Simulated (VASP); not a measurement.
# Pt (Im-3m) in VASP: further runs

Pt is run at these levels: PBEsol; tasks: single point.

Everything below comes from runs of VASP 6.6.1. Logs are shortened: lines on timing, memory, paths and dates and some standing lists are left out, and cuts for length are marked.

### 1 The cell of the first run

The structure is cubic, space group Im-3m (No. 229). Conventional cell: a = 3.123 Å, b = 3.123 Å, c = 3.123 Å, α = 90.00°, β = 90.00°, γ = 90.00°. Within 3.6 Å of Pt (site symmetry m-3m) lie 14 Pt at 2.70 to 3.12 Å.

### 2 Single point, PBEsol

INCAR reads:

```
  PREC = Accurate
  ENCUT = 520
  EDIFF = 1E-6
  ISMEAR = -1
  SIGMA = 0.1
  LREAL = F
  LASPH = T
  NELM = 80
  ALGO = Normal
  ISIF = 2
  LWAVE = F
  LCHARG = F
  GGA = PS
  NBANDS = 11
```

KPOINTS reads:

```
regular mesh
0
Gamma
  16 16 16
```

POSCAR reads:

```
Pt
1.0
   -1.5613980215      1.5613980215      1.5613980215
    1.5613980215     -1.5613980215      1.5613980215
    1.5613980215      1.5613980215     -1.5613980215
Pt
1
Direct
    0.0000000000      0.0000000000      0.0000000000
```

Potentials or basis: VASP PAW PBE potentials, release 64 (Pt).

The run is started by

```bash
$ cat potpaw_PBE.64/Pt/POTCAR > POTCAR
$ mpirun -np 1 vasp_std > vasp.out
```

OUTCAR:

```text
PREC = Accurate
   ENCUT = 520
   EDIFF = 1E-6
   ISMEAR = -1
   LREAL = F
   LASPH = T
   NELM = 80
   ISIF = 2
   GGA = PS

 ion  position               nearest neighbor table
   1  0.000  0.000  0.000-

  LATTYP: Found a body centered cubic cell.
 ALAT       =     3.1227960430

  Lattice vectors:

 A1 = (  -1.5613980215,   1.5613980215,   1.5613980215)
 A2 = (   1.5613980215,  -1.5613980215,   1.5613980215)
 A3 = (   1.5613980215,   1.5613980215,  -1.5613980215)

Analysis of symmetry for initial positions (statically):
=====================================================================
 Subroutine PRICEL returns:
 Original cell was already a primitive cell.

 Routine SETGRP: Setting up the symmetry group for a
 body centered cubic supercell.

 Subroutine GETGRP returns: Found 48 space group operations
 (whereof 48 operations were pure point group operations)
 out of a pool of 48 trial point group operations.

The static configuration has the point symmetry O_h .

Analysis of symmetry for dynamics (positions and initial velocities):
=====================================================================
 Subroutine PRICEL returns:
 Original cell was already a primitive cell.

 Routine SETGRP: Setting up the symmetry group for a
 body centered cubic supercell.

 Subroutine GETGRP returns: Found 48 space group operations
 (whereof 48 operations were pure point group operations)
 out of a pool of 48 trial point group operations.

The dynamic configuration has the point symmetry O_h .

 Subroutine INISYM returns: Found 48 space group operations
 (whereof 48 operations are pure point group operations),
 and found     1 'primitive' translations

----------------------------------------------------------------------------------------

                                     Primitive cell

  volume of cell :      15.2265

  direct lattice vectors                    reciprocal lattice vectors
    -1.561398022  1.561398022  1.561398022     0.000000000  0.320225844  0.320225844
     1.561398022 -1.561398022  1.561398022     0.320225844  0.000000000  0.320225844
     1.561398022  1.561398022 -1.561398022     0.320225844  0.320225844  0.000000000

  length of vectors
     2.704420704  2.704420704  2.704420704     0.452867732  0.452867732  0.452867732

  position of ions in fractional coordinates (direct lattice)
     0.000000000  0.000000000  0.000000000

  ion indices of the primitive-cell ions
   primitive index   ion index
                 1           1

----------------------------------------------------------------------------------------

 KPOINTS: regular mesh

Automatic generation of k-mesh.
 Grid dimensions read from file:
 generate k-points for:   16   16   16

 Generating k-lattice:

  Cartesian coordinates                     Fractional coordinates (reciprocal lattice)
     0.000000000  0.020014115  0.020014115     0.062500000  0.000000000  0.000000000
     0.020014115  0.000000000  0.020014115     0.000000000  0.062500000  0.000000000
     0.020014115  0.020014115  0.000000000     0.000000000  0.000000000  0.062500000

  Length of vectors
     0.028304233  0.028304233  0.028304233

  Shift w.r.t. Gamma in fractional coordinates (k-lattice)
     0.000000000  0.000000000  0.000000000

 Subroutine IBZKPT returns following result:
 ===========================================

 Found    145 irreducible k-points:

 Following reciprocal coordinates:
            Coordinates               Weight
  0.000000  0.000000  0.000000      1.000000
  0.062500  0.000000  0.000000     12.000000
  0.125000  0.000000  0.000000     12.000000
  0.187500  0.000000  0.000000     12.000000
  0.250000  0.000000  0.000000     12.000000
  0.312500  0.000000  0.000000     12.000000
[... 16 lines left out ...]
  0.187500  0.187500  0.000000     24.000000
  0.250000  0.187500  0.000000     48.000000
 [... further k-points ...]
   k-points           NKPTS =    145   k-points in BZ     NKDIM =    145   number of bands    NBANDS=     11
   number of dos      NEDOS =    301   number of ions     NIONS =      1
   total plane-waves  NPLWV =   8000
   dimension x,y,z NGX =    20 NGY =   20 NGZ =   20
   dimension x,y,z NGXF=    40 NGYF=   40 NGZF=   40
   ions per type =               1
   NGX,Y,Z   is equivalent  to a cutoff of  12.29, 12.29, 12.29 a.u.
   NGXF,Y,Z  is equivalent  to a cutoff of  24.59, 24.59, 24.59 a.u.
 SYSTEM =  unknown system
   PREC   = accura    normal or accurate (medium, high low for compatibility)
   ISTART =      0    job   : 0-new  1-cont  2-samecut
   ICHARG =      2    charge: 1-file 2-atom 10-const
   ISPIN  =      1    spin polarized calculation?
   LNONCOLLINEAR =      F non collinear calculations
   LSORBIT =      F    spin-orbit coupling
   LASPH  =      T    aspherical Exc in radial PAW
   ENCUT  =  520.0 eV  38.22 Ry    6.18 a.u.   5.03  5.03  5.03*2*pi/ulx,y,z
   NELM   =     80;   NELMIN=  2; NELMDL= -5     # of ELM steps
   EDIFF  = 0.1E-05   stopping-criterion for ELM
   LREAL  =      F    real-space projection
   EDIFFG = 0.1E-04   stopping-criterion for IOM
   NSW    =      0    number of steps for IOM
   IBRION =     -1    ionic relax: 0-MD 1-quasi-New 2-CG
   NFREE  =      0    steps in history (QN), initial steepest desc. (CG)
   ISIF   =      2    stress and relaxation
   ISYM   =      2    0-nonsym 1-usesym 2-fastsym
   POTIM  = 0.5000    time-step for ionic-motion
   TEBEG  =    0.0;   TEEND  =   0.0 temperature during run
   PSTRESS=    0.0 pullay stress
   NELECT =      10.0000    total number of electrons
   NUPDOWN=      -1.0000    fix difference up-down
   EMIN   =  10.00;   EMAX   =-10.00  energy-range for DOS
   EFERMI =   0.00;   METHOD = LEGACY
   ISMEAR =    -1;   SIGMA  =   0.10  broadening in eV -4-tet -1-fermi 0-gaus
   EFERMI_NEDOS =   21; number of points for ismear=-14 and -15
   IALGO  =     38    algorithm
   IMIX   =      4    mixing-type and parameters
     AMIX     =   0.40;   BMIX     =  1.00
     AMIX_MAG =   1.60;   BMIX_MAG =  1.00
  volume/ion in A,a.u.               =      15.23       102.75
  Fermi-wavevector in a.u.,A,eV,Ry     =   1.423010  2.689099 27.551209  2.024957
  Thomas-Fermi vector in A             =   2.543653
   LORBIT       =      0    0 simple, 1 ext, 2 COOP (PROOUT), +10 PAW based schemes
   GGA     = PS    functional components
   LHFCALC =     F    Hartree Fock is set to
   AEXX    =    0.0000 exact exchange contribution
   IVDW    =     0    specifies the selected vdW correction
   LEPSILON=     F    determine dielectric tensor
   LRPA    =     F    only Hartree local field effects (RPA)
 non-spin polarized calculation
  energy-cutoff  :      520.00
  volume of cell :       15.23
 maximum number of plane-waves:       427
   NGX =  9   NGY =  9   NGZ =  9

 number of electron      10.0000000 magnetization

 number of electron       9.9999997 magnetization

 Free energy of the ion-electron system (eV)
  ---------------------------------------------------
  ext. energy  EPLUGINS =         0.00000000
  ---------------------------------------------------
  free energy    TOTEN  =        -6.86206963 eV

  energy without entropy =       -6.82402662  energy(sigma->0) =       -6.84304812

 E-fermi :  10.7149     XC(G=0): -13.5643

 val. band max:       10.7040649860   @ k =  -0.4375   0.4375   0.4375
 cond. band min:      10.7155003263   @ k =   0.2500   0.0625   0.0625
 fundamental gap:      0.0114353404
 Fermi energy:        10.7149372297

 k-point     1 :       0.0000    0.0000    0.0000
  band No.  band energies     occupation
      1       0.7368      2.00000
      2       6.9992      2.00000
      3       6.9992      2.00000
      4       6.9992      2.00000
      5       9.6512      1.99995
      6       9.6512      1.99995
      7      27.7615      0.00000
      8      27.7615      0.00000
      9      27.7615      0.00000
     10      38.2381      0.00000
     11      38.2381      0.00000

 k-point     2 :       0.0625    0.0000    0.0000
  band No.  band energies     occupation
      1       0.9018      2.00000
      2       6.9323      2.00000
      3       6.9984      2.00000
      4       7.1336      2.00000
      5       9.5631      1.99998
      6       9.6556      1.99995
      7      27.8444      0.00000
      8      27.9176      0.00000
      9      28.0080      0.00000
     10      36.1571      0.00000
     11      36.7851      0.00000

 k-point     3 :       0.1250    0.0000    0.0000
  band No.  band energies     occupation
      1       1.3788      2.00000
      2       6.7467      2.00000
      3       6.9841      2.00000
      4       7.5296      2.00000
      5       9.3655      2.00000
      6       9.6717      1.99994
      7      27.9550      0.00000
      8      28.1222      0.00000
      9      28.7259      0.00000
     10      34.3668      0.00000
     11      34.7191      0.00000

 k-point     4 :       0.1875    0.0000    0.0000
  band No.  band energies     occupation
      1       2.1009      2.00000
      2       6.4813      2.00000
      3       6.9533      2.00000
      4       8.1628      2.00000
      5       9.2069      2.00000
      6       9.7059      1.99992
      7      27.4819      0.00000
      8      27.6763      0.00000
      9      29.8534      0.00000
     10      33.4996      0.00000
     11      33.6347      0.00000

 k-point     5 :       0.2500    0.0000    0.0000
  band No.  band energies     occupation
      1       2.9077      2.00000
      2       6.1855      2.00000
      3       7.0262      2.00000
      4       8.9875      2.00000
      5       9.1910      2.00000
      6       9.7627      1.99985
      7      25.4933      0.00000
      8      26.7974      0.00000
      9      31.2955      0.00000
     10      32.8309      0.00000
     11      33.6636      0.00000

 k-point     6 :       0.3125    0.0000    0.0000
  band No.  band energies     occupation
      1       3.5102      2.00000
      2       5.9058      2.00000
      3       7.5079      2.00000
      4       9.3093      2.00000
      5       9.8385      1.99969
      6       9.9250      1.99926
      7      22.9281      0.00000
      8      25.7050      0.00000
      9      30.5689      0.00000
     10      32.9185      0.00000
     11      34.3586      0.00000

 k-point     7 :       0.3750    0.0000    0.0000
  band No.  band energies     occupation
      1       3.7363      2.00000
      2       5.6799      2.00000
      3       8.5237      2.00000
      4       9.5279      1.99999
      5       9.9190      1.99930
      6      10.8459      0.42509
      7      20.3701      0.00000
      8      24.7614      0.00000
      9      28.6349      0.00000
     10      34.5215      0.00000
     11      34.9396      0.00000

 k-point     8 :       0.4375    0.0000    0.0000
  band No.  band energies     occupation
      1       3.7497      2.00000
      2       5.5342      2.00000
      3       9.3311      2.00000
      4       9.9819      1.99869
      5      10.1634      1.99199
      6      11.5551      0.00045
      7      18.2319      0.00000
      8      24.1414      0.00000
      9      27.2968      0.00000
     10      35.0227      0.00000
     11      35.7853      0.00000
[... 141 lines left out ...]
 k-point    19 :       0.2500    0.1250    0.0000
  band No.  band energies     occupation
      1       3.9396      2.00000
      2       5.9962      2.00000
      3       6.8707      2.00000
      4       9.1170      2.00000
      5       9.9668      1.99887
      6      10.7489      0.83158
      7      22.8075      0.00000
      8      25.6335      0.00000
      9      28.3688      0.00000
     10      31.7828      0.00000
     11      35.8964      0.00000

 k-point    20 :       0.3125    0.1250    0.0000
  band No.  band energies     occupation
      1       4.1618      2.00000
      2       5.7860      2.00000
      3       7.6108      2.00000
      4       9.3143      2.00000
      5      10.0778      1.99659
      6      11.9200      0.00001
      7      20.2779      0.00000
      8      24.6898      0.00000
      9      27.1612      0.00000
     10      33.1016      0.00000
     11      36.0283      0.00000

 k-point    21 :       0.3750    0.1250    0.0000
  band No.  band energies     occupation
      1       4.1599      2.00000
      2       5.6562      2.00000
      3       8.3728      2.00000
      4       9.4217      2.00000
      5      10.3376      1.95510
      6      13.0585      0.00000
      7      18.0999      0.00000
      8      24.0268      0.00000
      9      26.2833      0.00000
     10      34.1662      0.00000
     11      35.4442      0.00000

 k-point    22 :       0.4375    0.1250    0.0000
  band No.  band energies     occupation
      1       4.1389      2.00000
      2       5.6124      2.00000
      3       8.6903      2.00000
      4       9.4018      2.00000
      5      10.5446      1.69199
      6      13.7102      0.00000
      7      17.0320      0.00000
      8      23.7794      0.00000
      9      25.9622      0.00000
     10      34.6384      0.00000
     11      35.1231      0.00000

 k-point    23 :       0.1875    0.1875    0.0000
  band No.  band energies     occupation
      1       4.0396      2.00000
      2       6.2121      2.00000
      3       6.3868      2.00000
      4       9.0191      2.00000
      5       9.9754      1.99877
      6      10.7943      0.62266
      7      23.4736      0.00000
      8      25.5353      0.00000
      9      28.3238      0.00000
     10      30.9884      0.00000
     11      35.7892      0.00000

 k-point    24 :       0.2500    0.1875    0.0000
  band No.  band energies     occupation
      1       4.4821      2.00000
      2       5.9933      2.00000
      3       6.7571      2.00000
      4       9.1576      2.00000
      5      10.0458      1.99752
      6      12.0864      0.00000
      7      21.2246      0.00000
      8      24.3115      0.00000
      9      27.3722      0.00000
     10      31.8271      0.00000
     11      36.0804      0.00000

 [... further k-points ...]
[... 5 lines left out ...]
  --------------------------------------------------------------------------------------
  -------------------------------------------------------------------------------------
  Total       -0.0350414     -0.0350414     -0.0350414     -0.0000000      0.0000000     -0.0000000
  in kB       -3.6871503     -3.6871503     -3.6871503     -0.0000000      0.0000000     -0.0000000
  external PRESSURE =      -3.6871503 kB  Pullay stress =       0.0000000 kB

 VOLUME and BASIS-vectors are now :
 -----------------------------------------------------------------------------
  energy-cutoff  :      520.00
  volume of cell :       15.23
      direct lattice vectors                 reciprocal lattice vectors
    -1.561398022  1.561398022  1.561398022     0.000000000  0.320225844  0.320225844
     1.561398022 -1.561398022  1.561398022     0.320225844  0.000000000  0.320225844
     1.561398022  1.561398022 -1.561398022     0.320225844  0.320225844  0.000000000

 POSITION                                       TOTAL-FORCE (eV/Angst)
 -----------------------------------------------------------------------------------
      0.00000      0.00000      0.00000        -0.000000     -0.000000      0.000000
 -----------------------------------------------------------------------------------
    total drift:                                0.000000     -0.000000      0.000000

  FREE ENERGIE OF THE ION-ELECTRON SYSTEM (eV)
  ---------------------------------------------------
  free  energy   TOTEN  =        -6.8620696259 eV

  energy  without entropy=       -6.8240266180  energy(sigma->0) =       -6.84304812
```

It took 7.4 s on 1 thread of AMD EPYC 9R45 (Zen 5), shared host; peak memory 0.11 GiB.

Results:

- Free energy: -6.8621 eV
- Pressure: -0.4 GPa
- Band gap on the k mesh: zero (band 5 reaches 11.81 eV, above the bottom of band 6 at 9.50 eV)

Caveat: the PAW data sets were made with another functional, which shifts forces and pressure a little; spin-orbit coupling is left out, which moves the levels of the heavy elements.

[end of part 1 of 3]
